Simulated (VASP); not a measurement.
# Al (Fm-3m) in VASP: single point with PBE

Aim: the single point of Al with PBE.

All numbers are computed with VASP 6.6.1; they aren't measurements. Logs are shortened: lines on timing, memory, paths and dates and some standing lists are left out, and cuts for length are marked.

### Step 1. The cell of the first run

Symmetry: Fm-3m, No. 225, cubic system. The conventional cell has a = 4.081 Å, b = 4.081 Å, c = 4.081 Å, α = 90.00°, β = 90.00°, γ = 90.00°. Within 3.8 Å of Al (site symmetry m-3m) lie 12 Al at 2.89 Å.

### Step 2. Single point, PBE

INCAR reads:

```
SYSTEM = Al
PREC     = Accurate       ! precision mode
ENCUT    = 500            ! plane-wave cutoff, eV
EDIFF    = 1E-6           ! SCF threshold, eV
ISMEAR   = -1             ! smearing method
SIGMA    = 0.06122561905347299 ! smearing width, eV
LREAL    = .FALSE.        ! projectors in reciprocal space
LASPH    = .TRUE.         ! aspherical terms in the spheres
NELM     = 120            ! most SCF steps
ALGO     = Normal         ! electronic algorithm
ISIF     = 2              ! what is computed and relaxed
LWAVE    = .FALSE.        ! write WAVECAR
LCHARG   = .FALSE.        ! write CHGCAR
GGA      = PE             ! functional
NBANDS   = 8              ! bands
GGA_COMPAT= .FALSE.
```

KPOINTS reads:

```
Automatic mesh
0
G
  12 12 12
  0 0 0
```

POSCAR reads:

```
Al
1.0
    0.0000000000      2.0404377985      2.0404377985
    2.0404377985      0.0000000000      2.0404377985
    2.0404377985      2.0404377985      0.0000000000
Al
1
Direct
    0.0000000000      0.0000000000      0.0000000000
```

Potentials or basis: VASP PAW PBE potentials, release 64 (Al).

Launch:

```sh
$ cat potpaw_PBE.64/Al/POTCAR > POTCAR
$ mpirun -np 1 vasp_std > vasp.out
```

OUTCAR:

```text
SYSTEM = Al
   PREC = Accurate
   ENCUT = 500
   EDIFF = 1E-6
   ISMEAR = -1
   LREAL = .FALSE.
   LASPH = .TRUE.
   NELM = 120
   ISIF = 2
   GGA = PE

 ion  position               nearest neighbor table
   1  0.000  0.000  0.000-

  LATTYP: Found a face centered cubic cell.
 ALAT       =     4.0808755970

  Lattice vectors:

 A1 = (   0.0000000000,   2.0404377985,   2.0404377985)
 A2 = (   2.0404377985,   0.0000000000,   2.0404377985)
 A3 = (   2.0404377985,   2.0404377985,   0.0000000000)

Analysis of symmetry for initial positions (statically):
=====================================================================
 Subroutine PRICEL returns:
 Original cell was already a primitive cell.

 Routine SETGRP: Setting up the symmetry group for a
 face centered cubic supercell.

 Subroutine GETGRP returns: Found 48 space group operations
 (whereof 48 operations were pure point group operations)
 out of a pool of 48 trial point group operations.

The static configuration has the point symmetry O_h .

Analysis of symmetry for dynamics (positions and initial velocities):
=====================================================================
 Subroutine PRICEL returns:
 Original cell was already a primitive cell.

 Routine SETGRP: Setting up the symmetry group for a
 face centered cubic supercell.

 Subroutine GETGRP returns: Found 48 space group operations
 (whereof 48 operations were pure point group operations)
 out of a pool of 48 trial point group operations.

The dynamic configuration has the point symmetry O_h .

 Subroutine INISYM returns: Found 48 space group operations
 (whereof 48 operations are pure point group operations),
 and found     1 'primitive' translations

----------------------------------------------------------------------------------------

                                     Primitive cell

  volume of cell :      16.9903

  direct lattice vectors                    reciprocal lattice vectors
     0.000000000  2.040437799  2.040437799    -0.245045451  0.245045451  0.245045451
     2.040437799  0.000000000  2.040437799     0.245045451 -0.245045451  0.245045451
     2.040437799  2.040437799  0.000000000     0.245045451  0.245045451 -0.245045451

  length of vectors
     2.885614808  2.885614808  2.885614808     0.424431171  0.424431171  0.424431171

  position of ions in fractional coordinates (direct lattice)
     0.000000000  0.000000000  0.000000000

  ion indices of the primitive-cell ions
   primitive index   ion index
                 1           1

----------------------------------------------------------------------------------------

 KPOINTS: Automatic mesh

Automatic generation of k-mesh.
 Grid dimensions read from file:
 generate k-points for:   12   12   12

 Generating k-lattice:

  Cartesian coordinates                     Fractional coordinates (reciprocal lattice)
    -0.020420454  0.020420454  0.020420454     0.083333333  0.000000000  0.000000000
     0.020420454 -0.020420454  0.020420454     0.000000000  0.083333333  0.000000000
     0.020420454  0.020420454 -0.020420454     0.000000000  0.000000000  0.083333333

  Length of vectors
     0.035369264  0.035369264  0.035369264

  Shift w.r.t. Gamma in fractional coordinates (k-lattice)
     0.000000000  0.000000000  0.000000000

 Subroutine IBZKPT returns following result:
 ===========================================

 Found     72 irreducible k-points:

 Following reciprocal coordinates:
            Coordinates               Weight
  0.000000  0.000000  0.000000      1.000000
  0.083333  0.000000  0.000000      8.000000
  0.166667  0.000000  0.000000      8.000000
  0.250000  0.000000  0.000000      8.000000
  0.333333  0.000000  0.000000      8.000000
  0.416667  0.000000  0.000000      8.000000
[... 16 lines left out ...]
  0.500000  0.166667  0.000000     24.000000
 -0.416667  0.166667  0.000000     24.000000
 [... further k-points ...]
   k-points           NKPTS =     72   k-points in BZ     NKDIM =     72   number of bands    NBANDS=      8
   number of dos      NEDOS =    301   number of ions     NIONS =      1
   total plane-waves  NPLWV =  13824
   dimension x,y,z NGX =    24 NGY =   24 NGZ =   24
   dimension x,y,z NGXF=    48 NGYF=   48 NGZF=   48
   ions per type =               1
   NGX,Y,Z   is equivalent  to a cutoff of  13.83, 13.83, 13.83 a.u.
   NGXF,Y,Z  is equivalent  to a cutoff of  27.65, 27.65, 27.65 a.u.
 SYSTEM =  Al
   PREC   = accura    normal or accurate (medium, high low for compatibility)
   ISTART =      0    job   : 0-new  1-cont  2-samecut
   ICHARG =      2    charge: 1-file 2-atom 10-const
   ISPIN  =      1    spin polarized calculation?
   LNONCOLLINEAR =      F non collinear calculations
   LSORBIT =      F    spin-orbit coupling
   LASPH  =      T    aspherical Exc in radial PAW
   ENCUT  =  500.0 eV  36.75 Ry    6.06 a.u.   5.26  5.26  5.26*2*pi/ulx,y,z
   NELM   =    120;   NELMIN=  2; NELMDL= -5     # of ELM steps
   EDIFF  = 0.1E-05   stopping-criterion for ELM
   LREAL  =      F    real-space projection
[... 7 lines left out ...]
   TEBEG  =    0.0;   TEEND  =   0.0 temperature during run
   PSTRESS=    0.0 pullay stress
   NELECT =       3.0000    total number of electrons
   NUPDOWN=      -1.0000    fix difference up-down
   EMIN   =  10.00;   EMAX   =-10.00  energy-range for DOS
   EFERMI =   0.00;   METHOD = LEGACY
   ISMEAR =    -1;   SIGMA  =   0.06  broadening in eV -4-tet -1-fermi 0-gaus
   EFERMI_NEDOS =   21; number of points for ismear=-14 and -15
   IALGO  =     38    algorithm
   IMIX   =      4    mixing-type and parameters
     AMIX     =   0.40;   BMIX     =  1.00
     AMIX_MAG =   1.60;   BMIX_MAG =  1.00
  volume/ion in A,a.u.               =      16.99       114.66
  Fermi-wavevector in a.u.,A,eV,Ry     =   0.918435  1.735591 11.476832  0.843523
  Thomas-Fermi vector in A             =   2.043517
   LORBIT       =      0    0 simple, 1 ext, 2 COOP (PROOUT), +10 PAW based schemes
   GGA     = PE    functional components
   LHFCALC =     F    Hartree Fock is set to
   AEXX    =    0.0000 exact exchange contribution
   IVDW    =     0    specifies the selected vdW correction
   LEPSILON=     F    determine dielectric tensor
   LRPA    =     F    only Hartree local field effects (RPA)
 non-spin polarized calculation
  energy-cutoff  :      500.00
  volume of cell :       16.99
 maximum number of plane-waves:       444
 NGX is ok and might be reduce to    24
   NGX = 11   NGY = 11   NGZ = 11

 number of electron       3.0000000 magnetization

 Free energy of the ion-electron system (eV)
  ---------------------------------------------------
  ext. energy  EPLUGINS =         0.00000000
  ---------------------------------------------------
  free energy    TOTEN  =        -3.75274512 eV

  energy without entropy =       -3.74807343  energy(sigma->0) =       -3.75040928

 E-fermi :   7.5791     XC(G=0): -10.0908

 val. band max:        7.4661968392   @ k =   0.5000   0.2500   0.0833
 cond. band min:       7.6434812690   @ k =  -0.4167   0.4167   0.0833
 fundamental gap:      0.1772844299
 Fermi energy:         7.5790859960

 k-point     1 :       0.0000    0.0000    0.0000
  band No.  band energies     occupation
      1      -3.2352      2.00000
      2      20.1568      0.00000
      3      20.1568      0.00000
      4      20.1568      0.00000
      5      21.4302      0.00000
      6      21.4302      0.00000
      7      21.4302      0.00000
      8      23.9540      0.00000

 k-point     2 :       0.0833    0.0000    0.0000
  band No.  band energies     occupation
      1      -3.0501      2.00000
      2      17.5363      0.00000
      3      19.5472      0.00000
      4      19.5472      0.00000
      5      22.1575      0.00000
      6      22.3183      0.00000
      7      22.3183      0.00000
      8      25.7182      0.00000

 k-point     3 :       0.1667    0.0000    0.0000
  band No.  band energies     occupation
      1      -2.4962      2.00000
      2      14.2277      0.00000
      3      18.8371      0.00000
      4      18.8371      0.00000
      5      21.9977      0.00000
      6      23.3727      0.00000
      7      23.3727      0.00000
      8      24.7107      0.00000

 k-point     4 :       0.2500    0.0000    0.0000
  band No.  band energies     occupation
      1      -1.5777      2.00000
      2      11.0784      0.00000
      3      18.3940      0.00000
      4      18.3940      0.00000
      5      21.7795      0.00000
      6      22.1787      0.00000
      7      22.1787      0.00000
      8      26.1204      0.00000

 k-point     5 :       0.3333    0.0000    0.0000
  band No.  band energies     occupation
      1      -0.3013      2.00000
      2       8.1843      0.00010
      3      18.2527      0.00000
      4      18.2527      0.00000
      5      20.8143      0.00000
      6      20.8143      0.00000
      7      21.7613      0.00000
      8      24.7132      0.00000
[... 177 lines left out ...]
 k-point    22 :       0.4167    0.1667    0.0000
  band No.  band energies     occupation
      1       0.8434      2.00000
      2       7.8839      0.01368
      3      14.8546      0.00000
      4      15.4379      0.00000
      5      17.1416      0.00000
      6      24.1210      0.00000
      7      24.3444      0.00000
      8      27.0685      0.00000

 k-point    23 :       0.5000    0.1667    0.0000
  band No.  band energies     occupation
      1       2.5728      2.00000
      2       5.4029      2.00000
      3      13.7970      0.00000
      4      15.7075      0.00000
      5      17.4702      0.00000
      6      23.3853      0.00000
      7      25.6022      0.00000
      8      27.6327      0.00000

 k-point    24 :      -0.4167    0.1667    0.0000
  band No.  band energies     occupation
      1       3.2237      2.00000
      2       4.6412      2.00000
      3      13.0743      0.00000
      4      16.2940      0.00000
      5      18.1251      0.00000
      6      22.7128      0.00000
      7      25.3322      0.00000
      8      28.3288      0.00000

 [... further k-points ...]
[... 5 lines left out ...]
  --------------------------------------------------------------------------------------
  -------------------------------------------------------------------------------------
  Total       -0.2209062     -0.2209062     -0.2209062      0.0000000      0.0000000      0.0000000
  in kB      -20.8313950    -20.8313950    -20.8313950      0.0000000      0.0000000      0.0000000
  external PRESSURE =     -20.8313950 kB  Pullay stress =       0.0000000 kB

 VOLUME and BASIS-vectors are now :
 -----------------------------------------------------------------------------
  energy-cutoff  :      500.00
  volume of cell :       16.99
      direct lattice vectors                 reciprocal lattice vectors
     0.000000000  2.040437799  2.040437799    -0.245045451  0.245045451  0.245045451
     2.040437799  0.000000000  2.040437799     0.245045451 -0.245045451  0.245045451
     2.040437799  2.040437799  0.000000000     0.245045451  0.245045451 -0.245045451

 POSITION                                       TOTAL-FORCE (eV/Angst)
 -----------------------------------------------------------------------------------
      0.00000      0.00000      0.00000         0.000000      0.000000      0.000000
 -----------------------------------------------------------------------------------
    total drift:                                0.000000     -0.000000     -0.000000

  FREE ENERGIE OF THE ION-ELECTRON SYSTEM (eV)
  ---------------------------------------------------
  free  energy   TOTEN  =        -3.7527451190 eV

  energy  without entropy=       -3.7480734314  energy(sigma->0) =       -3.75040928
```

Wall time 16 s (1 thread of AMD EPYC 7R13, shared host); peak memory 0.1 GiB.

Results:

```
Free energy : -3.7527 eV
Pressure    : -2.1 GPa
```
